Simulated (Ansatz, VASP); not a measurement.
Two plane-wave programs on LiNbO3

```
Li Nb O
1.0
     2.79690    1.61479    2.28428
    -2.79690    1.61479    2.28428
     0.00000   -3.22958    2.28428
Li Nb O
1 1 3
Cartesian
  0.0000 0.0000 0.0000
  0.0000 0.0000 3.4264
  0.0000 1.6148 2.2843
  -1.3984 -0.8074 2.2843
  1.3984 -0.8074 2.2843
```

Alike in both runs: functional PBE; k mesh 6 × 6 × 6; occupations gaussian, width 0.1 eV; collinear spin.

Ansatz relaxed the structure, and its values are those at the end. VASP's run is a single point on that final structure, the one shown.

|  | VASP | Ansatz |
| --- | --- | --- |
| version | VASP 6.6.1 | Ansatz 0.2.0 |
| potentials or method | VASP PAW PBE potentials, release 64 (Li_sv, Nb_sv, O), cutoff 520 eV | scalar-relativistic, plane waves, PAW |
| valence electrons in the cell | 34 | 34 |

```tsv
	VASP	Ansatz	Ansatz less VASP
gap on the k mesh at the Fermi level (eV)	1.68	1.70	+0.020
least direct gap on the mesh (eV)	2.48	2.49	+0.011
net moment per atom (μB)	0.00	0.00	0.000
```

Ansatz's warnings: no starting moments.

Noted on VASP's run: the cutoff is short for stress, so the pressure is rough.
